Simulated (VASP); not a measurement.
Here is a VASP 6.6.1 calculation.

Contents of INCAR:

```
SYSTEM = LiGa12O18
  ALGO = Normal
  EDIFF = 1E-6
  ENCUT = 520
  GGA = PE
  ISIF = 2
  ISMEAR = -1
  LASPH = .True.
  LCHARG = .True.
  LELF = .True.
  LREAL = Auto
  LVHAR = .True.
  LWAVE = .False.
  NBANDS = 154
  NELECT = 266.0
  NELM = 80
  PREC = Accurate
  SIGMA = 0.01
```

File KPOINTS:

```
k-points
0
Gamma
  1 1 1
  0 0 0
```

File POSCAR:

```
LiGa12O18
1.0
    0.0000000000      9.2496621800      0.0000000000
   -1.3977182400      0.0000000000      5.7085775500
    6.2279771500     -1.5416103600      0.0067278600
Ga O Li
12 18 1
Direct
    0.1171564631      0.6421611286      0.6831886534
    0.2297948372      0.2937883187      0.3141563054
    0.3071934414      0.1983622343      0.8305468033
    0.0222032558      0.7764207056      0.1332059130
    0.4432167346      0.6863343110      0.6766431353
    0.5571075365      0.3006206551      0.3186268872
    0.6340554079      0.2111904179      0.8206355894
    0.3660718235      0.7768805519      0.1758542286
    0.7690404237      0.6958118223      0.6742489214
    0.8836528333      0.3239072091      0.3157880909
    0.9701101617      0.2094484883      0.8460434015
    0.6934097586      0.7881678895      0.1687728792
    0.1737044723      0.7178364726     -0.0021064414
    0.1685344112      0.2582699961      0.9989355347
    0.2733099393      0.4109750546      0.6372055058
    0.0427675105      0.5956330596      0.3560549659
    0.0510883111      0.0965248073      0.2894905425
    0.2674142292      0.8882318254      0.6731326597
    0.4987894300      0.7307166353     -0.0027615757
    0.4999331055      0.2580611097      0.9970692844
    0.6077094005      0.4273053349      0.6402270536
    0.3889938769      0.5604193180      0.3550702338
    0.3914251723      0.0904480285      0.3133856808
    0.6055540899      0.8982887282      0.6764606611
    0.8252480073      0.7290384549     -0.0109331894
    0.8267314627      0.2682136359      0.9981865606
    0.9526669971      0.4040180887      0.6408291739
    0.7245133628      0.5724372674      0.3557545181
    0.7245978866      0.0999184403      0.3153803842
    0.9497664457      0.8910804089      0.7084544844
    1.0513402187      0.9567040634      0.5130400518
```

Potentials or basis: VASP PAW PBE potentials, release 64 (Ga_d, O, Li_sv).

Command:

```bash
$ cat potpaw_PBE.64/Ga_d/POTCAR potpaw_PBE.64/O/POTCAR potpaw_PBE.64/Li_sv/POTCAR > POTCAR
$ mpirun -np 1 vasp_gam > vasp.out
```

Estimate the largest force.

0.310 eV/Å.

Forces in eV/Å, atoms in the order of the input:
```
Ga   0.039 -0.021 -0.021
Ga  -0.034 -0.045  0.050
Ga   0.019 -0.017  0.010
Ga  -0.017 -0.007 -0.023
Ga   0.009  0.001  0.004
Ga  -0.012 -0.020  0.014
Ga  -0.021  0.003  0.001
Ga   0.007 -0.016  0.021
Ga  -0.013  0.028 -0.018
Ga  -0.008 -0.003 -0.045
Ga  -0.008 -0.011 -0.021
Ga   0.009 -0.001  0.003
O    0.019 -0.019  0.008
O   -0.018 -0.011  0.006
O    0.014  0.003 -0.005
O    0.007  0.063 -0.059
O   -0.005 -0.015  0.000
O   -0.039 -0.045  0.016
O   -0.010 -0.018  0.000
O    0.014  0.001  0.020
O    0.014 -0.010  0.011
O   -0.016 -0.010  0.013
O   -0.002 -0.027 -0.007
O   -0.018 -0.016  0.039
O   -0.003 -0.008 -0.005
O    0.001 -0.009  0.001
O    0.005 -0.037  0.010
O   -0.020  0.000  0.004
O    0.003 -0.022 -0.011
O   -0.037  0.002 -0.018
Li   0.121  0.286  0.001
```

Caveat: the k points lie up to 1.10 Å⁻¹ apart, too coarse for converged energies, forces and pressures; the cell carries a net charge on a neutralising background, which shifts energy and pressure.
